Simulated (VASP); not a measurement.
# AgCl (Fmm2) in VASP: a series of runs, part 3 of 3

VASP 6.6.1. The steps go on from the part before.

## Step 5: Single point, LDA

This run uses another cell than the first one, of 18.18 Å³/atom, 1.028 times its volume.

Input file INCAR:

```
PREC = Accurate
ENCUT = 520
EDIFF = 1E-6
ISMEAR = 0
SIGMA = 0.05
LREAL = F
LASPH = T
NELM = 100
ALGO = Normal
ISIF = 2
LWAVE = F
LCHARG = F
GGA = CA
NBANDS = 16
```

Input file KPOINTS:

```
regular mesh
0
Gamma
  10 10 10
```

Input file POSCAR:

```
AgCl
1.0
    0.0000000000      2.6058272343      2.6773114500
    2.6058272343      0.0000000000      2.6773114500
    2.6058272343      2.6058272343      0.0000000000
Ag Cl
1 1
Direct
    0.5092676765      0.4907323235      0.5092676765
   -0.0281999317      0.0281999317     -0.0281999317
```

Potentials or basis: VASP PAW LDA potentials, release 64 (Ag, Cl).

Started as:

```console
> cat potpaw_LDA.64/Ag/POTCAR potpaw_LDA.64/Cl/POTCAR > POTCAR
> mpirun -np 1 vasp_std > vasp.out
```

OUTCAR:

```text
PREC = Accurate
   ENCUT = 520
   EDIFF = 1E-6
   ISMEAR = 0
   LREAL = F
   LASPH = T
   NELM = 100
   ISIF = 2
   GGA = CA

 ion  position               nearest neighbor table
   1  0.509  0.491  0.509-   2 2.41   2 2.61   2 2.61   2 2.68   2 2.68   2 2.80
   2  0.972  0.028  0.972-   1 2.41   1 2.61   1 2.61   1 2.68   1 2.68   1 2.80

  LATTYP: Found a body centered tetragonal cell.
 ALAT       =     3.6851962159
 C/A-ratio  =     1.4530089000

  Lattice vectors:

 A1 = (  -2.6058272343,   0.0000000000,   2.6773114500)
 A2 = (   2.6058272343,   0.0000000000,   2.6773114500)
 A3 = (   0.0000000000,   2.6058272343,  -2.6773114500)

Analysis of symmetry for initial positions (statically):
=====================================================================
 Subroutine PRICEL returns:
 Original cell was already a primitive cell.

 Routine SETGRP: Setting up the symmetry group for a
 body centered tetragonal supercell.

 Subroutine GETGRP returns: Found  4 space group operations
 (whereof  4 operations were pure point group operations)
 out of a pool of 16 trial point group operations.

The static configuration has the point symmetry C_2v.

Analysis of symmetry for dynamics (positions and initial velocities):
=====================================================================
 Subroutine PRICEL returns:
 Original cell was already a primitive cell.

 Routine SETGRP: Setting up the symmetry group for a
 body centered tetragonal supercell.

 Subroutine GETGRP returns: Found  4 space group operations
 (whereof  4 operations were pure point group operations)
 out of a pool of 16 trial point group operations.

The dynamic configuration has the point symmetry C_2v.

 Subroutine INISYM returns: Found  4 space group operations
 (whereof  4 operations are pure point group operations),
 and found     1 'primitive' translations

----------------------------------------------------------------------------------------

                                     Primitive cell

  volume of cell :      36.3597

  direct lattice vectors                    reciprocal lattice vectors
     0.000000000  2.605827234  2.677311450    -0.191877648  0.191877648  0.186754514
     2.605827234  0.000000000  2.677311450     0.191877648 -0.191877648  0.186754514
     2.605827234  2.605827234  0.000000000     0.191877648  0.191877648 -0.186754514

  length of vectors
     3.736085140  3.736085140  3.685196216     0.329410552  0.329410552  0.329410552

  position of ions in fractional coordinates (direct lattice)
     0.509267677  0.490732323  0.509267677
     0.971800068  0.028199932  0.971800068

  ion indices of the primitive-cell ions
   primitive index   ion index
                 1           1
                 2           2

----------------------------------------------------------------------------------------

 KPOINTS: regular mesh

Automatic generation of k-mesh.
 Grid dimensions read from file:
 generate k-points for:   10   10   10

 Generating k-lattice:

  Cartesian coordinates                     Fractional coordinates (reciprocal lattice)
    -0.019187765  0.019187765  0.018675451     0.100000000 -0.000000000  0.000000000
     0.019187765 -0.019187765  0.018675451    -0.000000000  0.100000000  0.000000000
     0.019187765  0.019187765 -0.018675451     0.000000000  0.000000000  0.100000000

  Length of vectors
     0.032941055  0.032941055  0.032941055

  Shift w.r.t. Gamma in fractional coordinates (k-lattice)
     0.000000000  0.000000000  0.000000000

 Subroutine IBZKPT returns following result:
 ===========================================

 Found    171 irreducible k-points:

 Following reciprocal coordinates:
            Coordinates               Weight
  0.000000  0.000000  0.000000      1.000000
  0.100000 -0.000000  0.000000      8.000000
  0.200000 -0.000000  0.000000      8.000000
  0.300000  0.000000  0.000000      8.000000
  0.400000 -0.000000  0.000000      8.000000
  0.500000  0.000000  0.000000      4.000000
[... 16 lines left out ...]
  0.300000  0.300000  0.000000      2.000000
  0.400000  0.300000  0.000000      8.000000
 [... further k-points ...]
   k-points           NKPTS =    171   k-points in BZ     NKDIM =    171   number of bands    NBANDS=     16
   number of dos      NEDOS =    301   number of ions     NIONS =      2
   total plane-waves  NPLWV =  21952
   dimension x,y,z NGX =    28 NGY =   28 NGZ =   28
   dimension x,y,z NGXF=    56 NGYF=   56 NGZF=   56
   ions per type =               1   1
   NGX,Y,Z   is equivalent  to a cutoff of  12.46, 12.46, 12.63 a.u.
   NGXF,Y,Z  is equivalent  to a cutoff of  24.92, 24.92, 25.26 a.u.
 SYSTEM =  unknown system
   PREC   = accura    normal or accurate (medium, high low for compatibility)
   ISTART =      0    job   : 0-new  1-cont  2-samecut
   ICHARG =      2    charge: 1-file 2-atom 10-const
   ISPIN  =      1    spin polarized calculation?
   LNONCOLLINEAR =      F non collinear calculations
   LSORBIT =      F    spin-orbit coupling
   LASPH  =      T    aspherical Exc in radial PAW
   ENCUT  =  520.0 eV  38.22 Ry    6.18 a.u.   6.95  6.95  6.85*2*pi/ulx,y,z
   NELM   =    100;   NELMIN=  2; NELMDL= -5     # of ELM steps
   EDIFF  = 0.1E-05   stopping-criterion for ELM
   LREAL  =      F    real-space projection
   EDIFFG = 0.1E-04   stopping-criterion for IOM
   NSW    =      0    number of steps for IOM
   IBRION =     -1    ionic relax: 0-MD 1-quasi-New 2-CG
   NFREE  =      0    steps in history (QN), initial steepest desc. (CG)
   ISIF   =      2    stress and relaxation
   ISYM   =      2    0-nonsym 1-usesym 2-fastsym
   POTIM  = 0.5000    time-step for ionic-motion
   TEBEG  =    0.0;   TEEND  =   0.0 temperature during run
   PSTRESS=    0.0 pullay stress
   NELECT =      18.0000    total number of electrons
   NUPDOWN=      -1.0000    fix difference up-down
   EMIN   =  10.00;   EMAX   =-10.00  energy-range for DOS
   EFERMI =   0.00;   METHOD = LEGACY
   ISMEAR =     0;   SIGMA  =   0.05  broadening in eV -4-tet -1-fermi 0-gaus
   EFERMI_NEDOS =   21; number of points for ismear=-14 and -15
   IALGO  =     38    algorithm
   IMIX   =      4    mixing-type and parameters
     AMIX     =   0.40;   BMIX     =  1.00
     AMIX_MAG =   1.60;   BMIX_MAG =  1.00
  volume/ion in A,a.u.               =      18.18       122.68
  Fermi-wavevector in a.u.,A,eV,Ry     =   1.295067  2.447322 22.819677  1.677199
  Thomas-Fermi vector in A             =   2.426610
   LORBIT       =      0    0 simple, 1 ext, 2 COOP (PROOUT), +10 PAW based schemes
   GGA     = CA    functional components
   LHFCALC =     F    Hartree Fock is set to
   AEXX    =    0.0000 exact exchange contribution
   IVDW    =     0    specifies the selected vdW correction
   LEPSILON=     F    determine dielectric tensor
   LRPA    =     F    only Hartree local field effects (RPA)
 non-spin polarized calculation
 Gauss-broadening in eV      SIGMA  =   0.05
  energy-cutoff  :      520.00
  volume of cell :       36.36
 maximum number of plane-waves:       995
   NGX = 13   NGY = 13   NGZ = 13

 number of electron      18.0000007 magnetization

 Free energy of the ion-electron system (eV)
  ---------------------------------------------------
  ext. energy  EPLUGINS =         0.00000000
  ---------------------------------------------------
  free energy    TOTEN  =        -6.70132682 eV

  energy without entropy =       -6.70132682  energy(sigma->0) =       -6.70132682

 E-fermi :   6.1034     XC(G=0): -11.2534

 val. band max:        5.8336231508   @ k =   0.5000   0.0000   0.0000
 cond. band min:       6.5157293141   @ k =   0.0000   0.0000   0.0000
 fundamental gap:      0.6821061633
 Fermi energy:         6.1033763978

 k-point     1 :       0.0000    0.0000    0.0000
  band No.  band energies     occupation
      1     -10.4622      2.00000
      2       1.6760      2.00000
      3       1.9911      2.00000
      4       2.1315      2.00000
      5       2.5386      2.00000
      6       2.5600      2.00000
[... 8 lines left out ...]
     15      19.2948      0.00000
     16      19.4510      0.00000
[... 419 lines left out ...]
 k-point    24 :       0.4000    0.3000    0.0000
  band No.  band energies     occupation
      1      -9.8783      2.00000
      2      -0.0374      2.00000
      3       1.0004      2.00000
      4       1.4459      2.00000
      5       2.4030      2.00000
      6       3.0018      2.00000
[... 8 lines left out ...]
     15      21.0213      0.00000
     16      22.1403      0.00000

 [... further k-points ...]
[... 5 lines left out ...]
  --------------------------------------------------------------------------------------
  -------------------------------------------------------------------------------------
  Total        1.1147134      2.0968534      0.6970274      0.0000000      0.0000000      0.0000000
  in kB       49.1194684     92.3971370     30.7142763      0.0000000      0.0000000      0.0000000
  external PRESSURE =      57.4102939 kB  Pullay stress =       0.0000000 kB

 VOLUME and BASIS-vectors are now :
 -----------------------------------------------------------------------------
  energy-cutoff  :      520.00
  volume of cell :       36.36
      direct lattice vectors                 reciprocal lattice vectors
     0.000000000  2.605827234  2.677311450    -0.191877648  0.191877648  0.186754514
     2.605827234  0.000000000  2.677311450     0.191877648 -0.191877648  0.186754514
     2.605827234  2.605827234  0.000000000     0.191877648  0.191877648 -0.186754514

 POSITION                                       TOTAL-FORCE (eV/Angst)
 -----------------------------------------------------------------------------------
      2.60583      2.65413      2.67731         0.000000     -0.691077      0.000000
      2.60583      5.06469      2.67731         0.000000      0.691077      0.000000
 -----------------------------------------------------------------------------------
    total drift:                               -0.000000      0.000108     -0.000000

  FREE ENERGIE OF THE ION-ELECTRON SYSTEM (eV)
  ---------------------------------------------------
  free  energy   TOTEN  =        -6.7013268229 eV

  energy  without entropy=       -6.7013268229  energy(sigma->0) =       -6.70132682
```

OSZICAR:

```text
N       E                     dE             d eps       ncg     rms          rms(c)
DAV:   1     0.909856359922E+02    0.90986E+02   -0.87774E+03  5496   0.104E+03
DAV:   2    -0.423332616610E+01   -0.95219E+02   -0.87741E+02  6968   0.224E+02
DAV:   3    -0.685656881192E+01   -0.26232E+01   -0.26179E+01  6656   0.387E+01
DAV:   4    -0.686884721598E+01   -0.12278E-01   -0.12277E-01  7184   0.302E+00
DAV:   5    -0.686896953468E+01   -0.12232E-03   -0.12232E-03  6568   0.298E-01    0.103E+01
DAV:   6    -0.671197808681E+01    0.15699E+00   -0.25562E-01  7080   0.722E+00    0.667E+00
DAV:   7    -0.670381947106E+01    0.81586E-02   -0.75260E-02  6920   0.185E+00    0.233E+00
DAV:   8    -0.670143509683E+01    0.23844E-02   -0.32214E-03  6048   0.541E-01    0.298E-01
DAV:   9    -0.670132379643E+01    0.11130E-03   -0.49410E-04  7504   0.225E-01    0.374E-02
DAV:  10    -0.670132594498E+01   -0.21485E-05   -0.11133E-05  6568   0.349E-02    0.153E-02
DAV:  11    -0.670132682292E+01   -0.87794E-06   -0.17619E-06  5152   0.112E-02
   1 F= -.67013268E+01 E0= -.67013268E+01  d E =-.263025E-16
```

stdout:

```text
POSCAR found type information on POSCAR AgCl
 POSCAR found :  2 types and       2 ions
 scaLAPACK will be used
 LDA part: xc-table for (Slater(with rela. corr.)+CA(PZ))
 , standard interpolation
 POSCAR, INCAR and KPOINTS ok, starting setup
 FFT: planning ... GRIDC
 FFT: planning ... GRID_SOFT
 FFT: planning ... GRID
 WAVECAR not read
 entering main loop
```

Run time: 67 s. Hardware: 1 thread of Intel Xeon 6975P-C, shared host; peak memory 0.21 GiB.

What came out:

| Quantity | Value |
| --- | --- |
| Free energy | -6.7013 eV |
| Pressure | 5.7 GPa |
| Largest force | 0.691 eV/Å |
| Band gap on the k mesh | 0.68 eV, indirect (least direct gap 2.89 eV) |

Forces on the atoms (eV/Å):
```
Ag   0.000 -0.691  0.000
Cl   0.000  0.691  0.000
```

A k mesh can miss the band edges.

## Step 6: Single point, LDA

This run uses another cell than the first one, of 18.18 Å³/atom, 1.028 times its volume.

Input file INCAR:

```
SYSTEM = AgCl
ALGO = Normal ; EDIFF = 1E-6
ENCUT = 520 ; ISIF = 2
ISMEAR = 0 ; LASPH = .TRUE.
LCHARG = .TRUE. ; LELF = .TRUE.
LREAL = .FALSE. ; LVHAR = .TRUE.
LWAVE = .FALSE. ; NBANDS = 16
NELM = 100 ; PREC = Accurate
SIGMA = 0.05
```

Input file KPOINTS:

```
k-points
0
G
  10 10 10
  0 0 0
```

Input file POSCAR:

```
AgCl
1.0
    0.0000000000      2.6058272343      2.6773114500
    2.6058272343      0.0000000000      2.6773114500
    2.6058272343      2.6058272343      0.0000000000
Ag Cl
1 1
Direct
    0.5278030294      0.4721969706      0.5278030294
   -0.0845997951      0.0845997951     -0.0845997951
```

Potentials or basis: VASP PAW LDA potentials, release 64 (Ag, Cl).

Started as:

```console
> cat potpaw_LDA.64/Ag/POTCAR potpaw_LDA.64/Cl/POTCAR > POTCAR
> mpirun -np 1 vasp_std > vasp.out
```

Run time: 67 s. Hardware: 1 thread of Intel Xeon 6975P-C, shared host; peak memory 0.22 GiB.

The run converged. Its results:

```yaml
Free_energy: -5.6743 eV
Pressure: 21.4 GPa
Largest_force: 6.090 eV/Å
Band_gap_on_the_k_mesh: 1.14 eV, indirect (least direct gap 1.60 eV)
```

Forces on the atoms (eV/Å):
```
Ag   0.000 -6.090  0.000
Cl   0.000  6.090  0.000
```

Stress tensor (GPa, compression positive):
```
 4.29  0.00  0.00
 0.00 57.38  0.00
 0.00  0.00  2.66
```

Levels at points of the mesh, in eV from the valence-band top:
```csv
k point,band 5,band 6,band 7,band 8,band 9,band 10,band 11,band 12,band 13,band 14
"(0.00, 0.00, 0.00)",-3.25,-3.23,-1.24,-1.18,-0.46,1.14,9.50,9.83,9.89,12.95
"(0.50, 0.00, 0.00)",-3.08,-3.06,-2.35,-0.41,-0.21,4.37,6.82,7.55,8.94,13.19
"(0.50, 0.50, 0.00)",-2.98,-2.65,-2.52,-1.65,-1.41,2.21,6.77,8.96,13.15,14.29
"(0.50, 0.00, 0.50)",-3.81,-2.93,-2.88,-2.80,-2.69,2.32,7.67,10.62,12.14,12.65
"(0.00, 0.50, 0.50)",-2.98,-2.67,-2.51,-1.70,-1.60,2.15,6.58,9.23,12.74,14.41
```

Caveat: forces of over 1 eV/Å act on the atoms, so gaps and moduli don't describe the material at rest. A k mesh can miss the band edges.
